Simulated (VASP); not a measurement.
The system is SrHg2Ge2.

```
Sr Hg Ge
1.0
     2.24262    3.88433    0.00000
    -2.24262    3.88433    0.00000
     0.00000    0.00000    7.45032
Sr Hg Ge
1 2 2
Direct
  0.00000 0.00000 0.00000
  0.33330 0.33340 0.63080
  0.66670 0.66660 0.36920
  0.33330 0.33340 0.25080
  0.66670 0.66660 0.74920
```

Base run:

| Item | Value |
| --- | --- |
| Program | VASP 6.6.1 |
| Functional | RPBE |
| Potentials or basis | VASP PAW PBE potentials, release 64 (Sr_sv, Hg, Ge_d) |
| Cutoff | 520 eV |
| k mesh | 5 × 5 × 3 |
| Occupations | fermi-dirac, width 0.1 eV |
| Spin | no spin polarisation |

Its results: band gap on the k mesh zero (bands 31 and 32 overlap by 1.52 eV); pressure 3.6 GPa; largest force 0.255 eV/Å.

**Question.** The run is repeated on the same cell with these changes: functional from RPBE to PBEsol; further incar settings from ALGO = Normal; EDIFF = 1e-07; NBANDS = 39 to ALGO = Normal; EDIFF = 1e-06; NBANDS = 39. What comes out?

**Answer.** Band gap on the k mesh zero (bands 31 and 32 overlap by 1.40 eV); pressure -1.5 GPa; largest force 0.400 eV/Å.

Caveats: the PAW data sets were made with another functional, which shifts forces and pressure a little; spin-orbit coupling is left out, which moves the levels of the heavy elements; the cell stands under pressure (at least some runs).
